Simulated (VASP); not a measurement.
## Co: single point with LDA

Crystal: Co.

```xyz
2
Lattice="0.0000 2.4265 2.4265 2.4265 0.0000 2.4265 2.4265 2.4265 0.0000" Properties=species:S:1:pos:R:3 pbc="T T T"
Co    0.6066    0.6066    0.6066
Co    4.2464    4.2464    4.2464
```

This isn't the form of Co at room conditions, which is hcp.

- Program: VASP 6.6.1
- Task: single point
- Functional: LDA
- Potentials or basis: VASP PAW LDA potentials, release 64 (Co)
- Cutoff: 520 eV
- k mesh: 13 × 13 × 13
- Occupations: fermi-dirac, width 0.05 eV
- Spin: collinear spin, antiferromagnetic start
- Starting moments: [1.7, -1.7] μB
- Dipole correction: no
- Further INCAR settings: ALGO = Normal; EDIFF = 1e-06; NBANDS = 20

The pressure is -7.4 GPa. The band gap on the k mesh is zero (filled and empty bands overlap). The net moment is 0.00 μB per cell and the valence electrons inside the program's atomic spheres are Co 8.40.

Levels at points of the mesh, in eV from the Fermi level:
Spin up:
| k point | band 5 | band 6 | band 7 | band 8 | band 9 | band 10 | band 11 | band 12 | band 13 | band 14 |
| --- | --- | --- | --- | --- | --- | --- | --- | --- | --- | --- |
| (0.00, 0.00, 0.00) | -3.03 | -3.03 | -1.14 | -1.14 | -1.14 | 0.31 | 0.31 | 13.69 | 13.69 | 13.69 |
Spin down:
| k point | band 6 | band 7 | band 8 | band 9 | band 10 | band 11 | band 12 | band 13 |
| --- | --- | --- | --- | --- | --- | --- | --- | --- |
| (0.00, 0.00, 0.00) | -3.03 | -1.14 | -1.14 | -1.14 | 0.31 | 0.31 | 13.69 | 13.69 |

Run time: 2.8 min on 1 thread of Intel Xeon 8259CL (shared host), peak memory 0.2 GiB.

Caveat: the cell stands under tension; the moments typed at the start vanished in this run.
